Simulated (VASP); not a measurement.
# W (Im-3m) in VASP: relaxation of cell and atoms with r2SCAN

Aim: the relaxation of cell and atoms of W with r2SCAN.

All numbers are computed with VASP 6.6.1; they aren't measurements. Logs are shortened: lines on timing, memory, paths and dates and some standing lists are left out, and cuts for length are marked.

## (1) The cell of the first run

Symmetry: Im-3m, No. 229, cubic system. Conventional cell: a = 3.157 Å, b = 3.157 Å, c = 3.157 Å, α = 90.00°, β = 90.00°, γ = 90.00°. Within 3.6 Å of W (site symmetry m-3m) lie 14 W at 2.73 to 3.16 Å.

## (2) Relaxation of cell and atoms, r2SCAN

Input file POSCAR:

```
W
1.0
   -1.5784212184      1.5784212184      1.5784212184
    1.5784212184     -1.5784212184      1.5784212184
    1.5784212184      1.5784212184     -1.5784212184
W
1
Direct
    0.0000000000      0.0000000000      0.0000000000
```

Input file INCAR.step1:

```
SYSTEM = W
PREC = Accurate
ENCUT = 600
ISMEAR = -1
SIGMA = 0.05
LREAL = .FALSE.
LASPH = .TRUE.
NELM = 100
GGA = PE
ALGO = Normal
EDIFF = 1E-4
LWAVE = .TRUE.
LCHARG = .FALSE.
```

Input file INCAR.step2:

```
SYSTEM = W
PREC = Accurate
ENCUT = 600
EDIFF = 1E-7
ISMEAR = -1
SIGMA = 0.05
LREAL = .FALSE.
LASPH = .TRUE.
NELM = 100
ALGO = Normal
ISIF = 3
LWAVE = .FALSE.
LCHARG = .FALSE.
METAGGA = R2SCAN
LMIXTAU = .TRUE.
IBRION = 2
NSW = 60
EDIFFG = -0.005
ISTART = 1
```

Input file KPOINTS:

```
Automatic mesh
0
G
  19 19 19
  0 0 0
```

Potentials or basis: VASP PAW PBE potentials, release 64 (W_sv).

Command:

```sh
$ cat potpaw_PBE.64/W_sv/POTCAR > POTCAR
$ cp INCAR.step1 INCAR
$ mpirun -np 1 vasp_std > vasp.out
$ cp INCAR.step2 INCAR
$ mpirun -np 1 vasp_std > vasp.out
```

OUTCAR:

```text
SYSTEM = W
   PREC = Accurate
   ENCUT = 600
   EDIFF = 1E-7
   ISMEAR = -1
   LREAL = .FALSE.
   LASPH = .TRUE.
   NELM = 100
   ISIF = 3
   METAGGA = R2SCAN
   IBRION = 2
   NSW = 60
   EDIFFG = -0.005
   ISTART = 1

 ion  position               nearest neighbor table
   1  0.000  0.000  0.000-

  LATTYP: Found a body centered cubic cell.
 ALAT       =     3.1568424368

  Lattice vectors:

 A1 = (  -1.5784212184,   1.5784212184,   1.5784212184)
 A2 = (   1.5784212184,  -1.5784212184,   1.5784212184)
 A3 = (   1.5784212184,   1.5784212184,  -1.5784212184)

Analysis of symmetry for initial positions (statically):
=====================================================================
 Subroutine PRICEL returns:
 Original cell was already a primitive cell.

 Routine SETGRP: Setting up the symmetry group for a
 body centered cubic supercell.

 Subroutine GETGRP returns: Found 48 space group operations
 (whereof 48 operations were pure point group operations)
 out of a pool of 48 trial point group operations.

The static configuration has the point symmetry O_h .

Analysis of symmetry for dynamics (positions and initial velocities):
=====================================================================
 Subroutine PRICEL returns:
 Original cell was already a primitive cell.

 Routine SETGRP: Setting up the symmetry group for a
 body centered cubic supercell.

 Subroutine GETGRP returns: Found 48 space group operations
 (whereof 48 operations were pure point group operations)
 out of a pool of 48 trial point group operations.

The dynamic configuration has the point symmetry O_h .

 Subroutine INISYM returns: Found 48 space group operations
 (whereof 48 operations are pure point group operations),
 and found     1 'primitive' translations

----------------------------------------------------------------------------------------

                                     Primitive cell

  volume of cell :      15.7300

  direct lattice vectors                    reciprocal lattice vectors
    -1.578421218  1.578421218  1.578421218     0.000000000  0.316772224  0.316772224
     1.578421218 -1.578421218  1.578421218     0.316772224  0.000000000  0.316772224
     1.578421218  1.578421218 -1.578421218     0.316772224  0.316772224  0.000000000

  length of vectors
     2.733905746  2.733905746  2.733905746     0.447983576  0.447983576  0.447983576

  position of ions in fractional coordinates (direct lattice)
     0.000000000  0.000000000  0.000000000

  ion indices of the primitive-cell ions
   primitive index   ion index
                 1           1

----------------------------------------------------------------------------------------

 KPOINTS: Automatic mesh

Automatic generation of k-mesh.
 Grid dimensions read from file:
 generate k-points for:   19   19   19

 Generating k-lattice:

  Cartesian coordinates                     Fractional coordinates (reciprocal lattice)
     0.000000000  0.016672222  0.016672222     0.052631579  0.000000000  0.000000000
     0.016672222  0.000000000  0.016672222     0.000000000  0.052631579  0.000000000
     0.016672222  0.016672222  0.000000000     0.000000000  0.000000000  0.052631579

  Length of vectors
     0.023578083  0.023578083  0.023578083

  Shift w.r.t. Gamma in fractional coordinates (k-lattice)
     0.000000000  0.000000000  0.000000000

 Subroutine IBZKPT returns following result:
 ===========================================

 Found    220 irreducible k-points:

 Following reciprocal coordinates:
            Coordinates               Weight
  0.000000  0.000000  0.000000      1.000000
  0.052632  0.000000  0.000000     12.000000
  0.105263  0.000000  0.000000     12.000000
  0.157895  0.000000  0.000000     12.000000
  0.210526  0.000000  0.000000     12.000000
  0.263158  0.000000  0.000000     12.000000
[... 16 lines left out ...]
  0.263158  0.105263 -0.000000     48.000000
  0.315789  0.105263  0.000000     48.000000
 [... further k-points ...]
   k-points           NKPTS =    220   k-points in BZ     NKDIM =    220   number of bands    NBANDS=     11
   number of dos      NEDOS =    301   number of ions     NIONS =      1
   total plane-waves  NPLWV =  13824
   dimension x,y,z NGX =    24 NGY =   24 NGZ =   24
   dimension x,y,z NGXF=    48 NGYF=   48 NGZF=   48
   ions per type =               1
   NGX,Y,Z   is equivalent  to a cutoff of  14.59, 14.59, 14.59 a.u.
   NGXF,Y,Z  is equivalent  to a cutoff of  29.19, 29.19, 29.19 a.u.
 SYSTEM =  W
   PREC   = accura    normal or accurate (medium, high low for compatibility)
   ISTART =      1    job   : 0-new  1-cont  2-samecut
   ICHARG =      0    charge: 1-file 2-atom 10-const
   ISPIN  =      1    spin polarized calculation?
   LNONCOLLINEAR =      F non collinear calculations
   LSORBIT =      F    spin-orbit coupling
   LASPH  =      T    aspherical Exc in radial PAW
   ENCUT  =  600.0 eV  44.10 Ry    6.64 a.u.   5.46  5.46  5.46*2*pi/ulx,y,z
   NELM   =    100;   NELMIN=  2; NELMDL=  0     # of ELM steps
   EDIFF  = 0.1E-06   stopping-criterion for ELM
   LREAL  =      F    real-space projection
   EDIFFG = -.5E-02   stopping-criterion for IOM
   NSW    =     60    number of steps for IOM
   IBRION =      2    ionic relax: 0-MD 1-quasi-New 2-CG
   NFREE  =      1    steps in history (QN), initial steepest desc. (CG)
   ISIF   =      3    stress and relaxation
   ISYM   =      2    0-nonsym 1-usesym 2-fastsym
   POTIM  = 0.5000    time-step for ionic-motion
   TEBEG  =    0.0;   TEEND  =   0.0 temperature during run
   PSTRESS=    0.0 pullay stress
   NELECT =      14.0000    total number of electrons
   NUPDOWN=      -1.0000    fix difference up-down
   EMIN   =  10.00;   EMAX   =-10.00  energy-range for DOS
   EFERMI =   0.00;   METHOD = LEGACY
   ISMEAR =    -1;   SIGMA  =   0.05  broadening in eV -4-tet -1-fermi 0-gaus
   EFERMI_NEDOS =   21; number of points for ismear=-14 and -15
   IALGO  =     38    algorithm
   IMIX   =      4    mixing-type and parameters
     AMIX     =   0.40;   BMIX     =  1.00
     AMIX_MAG =   1.60;   BMIX_MAG =  1.00
  volume/ion in A,a.u.               =      15.73       106.15
  Fermi-wavevector in a.u.,A,eV,Ry     =   1.574737  2.975821 33.739666  2.479796
  Thomas-Fermi vector in A             =   2.675826
   LORBIT       =      0    0 simple, 1 ext, 2 COOP (PROOUT), +10 PAW based schemes
   METAGGA = R2SCAN    functional components
   LHFCALC =     F    Hartree Fock is set to
   AEXX    =    0.0000 exact exchange contribution
   IVDW    =     0    specifies the selected vdW correction
   LEPSILON=     F    determine dielectric tensor
   LRPA    =     F    only Hartree local field effects (RPA)
 conjugate gradient relaxation of ions
 non-spin polarized calculation
  energy-cutoff  :      600.00
  volume of cell :       15.73
 maximum number of plane-waves:       543
 NGX is ok and might be reduce to    24
   NGX = 11   NGY = 11   NGZ = 11

--------------------------------------- Ionic step        1  -------------------------------------------

 number of electron      14.0000001 magnetization

 Free energy of the ion-electron system (eV)
  ---------------------------------------------------
  ext. energy  EPLUGINS =         0.00000000
  ---------------------------------------------------
  free energy    TOTEN  =       -51.35247072 eV

  energy without entropy =      -51.34943096  energy(sigma->0) =      -51.35095084

------------------------ aborting loop because EDIFF is reached ----------------------------------------

  FORCE on cell =-STRESS in cart. coord.  units (eV):
  Direction    XX          YY          ZZ          XY          YZ          ZX
  --------------------------------------------------------------------------------------
  -------------------------------------------------------------------------------------
  Total        0.4883068      0.4883068      0.4883068     -0.0000000     -0.0000000     -0.0000000
  in kB       49.7364300     49.7364300     49.7364300     -0.0000000     -0.0000000     -0.0000000
  external PRESSURE =      49.7364300 kB  Pullay stress =       0.0000000 kB
[... 90 lines left out ...]
  energy  without entropy=      -51.3531787643  energy(sigma->0) =      -51.35466445

--------------------------------------- Ionic step        4  -------------------------------------------

 number of electron      14.0000002 magnetization

 Free energy of the ion-electron system (eV)
  ---------------------------------------------------
  ext. energy  EPLUGINS =         0.00000000
  ---------------------------------------------------
  free energy    TOTEN  =       -51.35615224 eV

  energy without entropy =      -51.35317887  energy(sigma->0) =      -51.35466555

 E-fermi :  11.1292     XC(G=0): -14.9107

 val. band max:       11.0968524955   @ k =  -0.3158   0.3684   0.2632
 cond. band min:      11.1417119505   @ k =  -0.3158   0.3158   0.2105
 fundamental gap:      0.0448594550
 Fermi energy:        11.1292347317

 k-point     1 :       0.0000    0.0000    0.0000
  band No.  band energies     occupation
      1     -64.9433      2.00000
      2     -27.8146      2.00000
      3     -27.8146      2.00000
      4     -27.8146      2.00000
      5       1.0948      2.00000
      6       9.9110      2.00000
      7       9.9110      2.00000
      8       9.9110      2.00000
      9      13.7291      0.00000
     10      13.7292      0.00000
     11      26.4228      0.00000
[... 309 lines left out ...]
 k-point    24 :       0.3158    0.1053    0.0000
  band No.  band energies     occupation
      1     -64.8156      2.00000
      2     -28.9339      2.00000
      3     -28.2117      2.00000
      4     -27.8737      2.00000
      5       5.0269      2.00000
      6       7.8467      2.00000
      7       9.5063      2.00000
      8      13.2326      0.00000
      9      14.5216      0.00000
     10      16.1430      0.00000
     11      24.2434      0.00000

 [... further k-points ...]

------------------------ aborting loop because EDIFF is reached ----------------------------------------

  FORCE on cell =-STRESS in cart. coord.  units (eV):
  Direction    XX          YY          ZZ          XY          YZ          ZX
  --------------------------------------------------------------------------------------
  -------------------------------------------------------------------------------------
  Total        0.0000979      0.0000979      0.0000979     -0.0000000      0.0000000      0.0000000
  in kB        0.0098219      0.0098219      0.0098219     -0.0000000      0.0000000      0.0000000
  external PRESSURE =       0.0098219 kB  Pullay stress =       0.0000000 kB
[... 16 lines left out ...]
  FREE ENERGIE OF THE ION-ELECTRON SYSTEM (eV)
  ---------------------------------------------------
  free  energy   TOTEN  =       -51.3561522361 eV

  energy  without entropy=      -51.3531788722  energy(sigma->0) =      -51.35466555

 reached required accuracy - stopping structural energy minimisation
```

Wall time 8.2 min (1 thread of AMD EPYC 9R45 (Zen 5), shared host); peak memory 0.16 GiB.

Results:

```yaml
Free_energy: -51.3562 eV
Relaxed_volume: 15.97 Å³/atom
Relaxed_cell: a = 2.748 Å, b = 2.748 Å, c = 2.748 Å, α = 109.47°, β = 109.47°, γ = 109.47°
Space_group_after_relaxing_to_0.1_Å: Im-3m (No. 229)
Energy_gained_by_relaxing: 3.7 meV/atom
Ionic_steps: 4
Pressure_after_relaxing: 0.0 GPa
Band_gap_on_the_k_mesh: zero (bands 7 and 8 overlap by 6.20 eV)
```

Step by step:
```tsv
step	energy change (eV)	largest force (eV/Å)	pressure (GPa)	volume (Å³)
1	0.0000	0.0000	4.97	15.73
2	0.0421	0.0000	-15.60	16.87
3	-0.0037	0.0000	-0.10	15.98
4	-0.0037	0.0000	0.00	15.97
```

Final structure:
```yaml
crystal:
  lattice:
    - [-1.58645, 1.58645, 1.58645]
    - [1.58645, -1.58645, 1.58645]
    - [1.58645, 1.58645, -1.58645]
  atoms:
    - { symbol: W, position: [0.00000, 0.00000, 0.00000] }
```

Caveat: the PAW data sets were made with another functional, which shifts forces and pressure a little; spin-orbit coupling is left out, which moves the levels of the heavy elements.

The gap in the log of VASP goes by the Fermi energy; the results here count the filled bands.